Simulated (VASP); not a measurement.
Crystal: BaHfO3.

```
CELL_PARAMETERS angstrom
4.09799 0.00000 0.00000
0.00000 4.09799 0.00000
0.00000 0.00000 4.09799
ATOMIC_POSITIONS crystal
Ba 0.50000 0.50000 0.50000
Hf 0.00000 0.00000 0.00000
O 0.50000 0.00000 0.00000
O 0.00000 0.50000 0.00000
O 0.00000 0.00000 0.50000
```

| Property | Result |
| --- | --- |
| Program | VASP 6.6.1 |
| Task | relaxation of cell and atoms |
| Functional | PBE |
| Potentials or basis | VASP PAW PBE potentials, release 64 (Ba_sv, Hf_pv, O) |
| Cutoff | 600 eV |
| k mesh | 6 × 6 × 6 |
| Occupations | gaussian, width 0.1 eV |
| Spin | no spin polarisation |

At the start: pressure 13.8 GPa; volume 13.76 Å³/atom.

How do energy, volume and symmetry change on relaxing?

Over 3 steps the energy falls by 42.6 meV/atom and the volume is 14.84 Å³/atom (+7.8 %); space group Pm-3m (No. 221, to 0.1 Å) before and after.

The path:
```
step  energy change (eV)  largest force (eV/Å)  pressure (GPa)  volume (Å³)
   1              0.0000                0.0000           13.81        68.82
   2              0.0801                0.0000          -11.95        81.33
   3             -0.2129                0.0000           -0.23        74.22
```

Final structure:
```
Ba Hf O
1.0
     4.20240    0.00000    0.00000
     0.00000    4.20240    0.00000
     0.00000    0.00000    4.20240
Ba Hf O
1 1 3
Direct
  0.50000 0.50000 0.50000
  0.00000 0.00000 0.00000
  0.50000 0.00000 0.00000
  0.00000 0.50000 0.00000
  0.00000 0.00000 0.50000
```
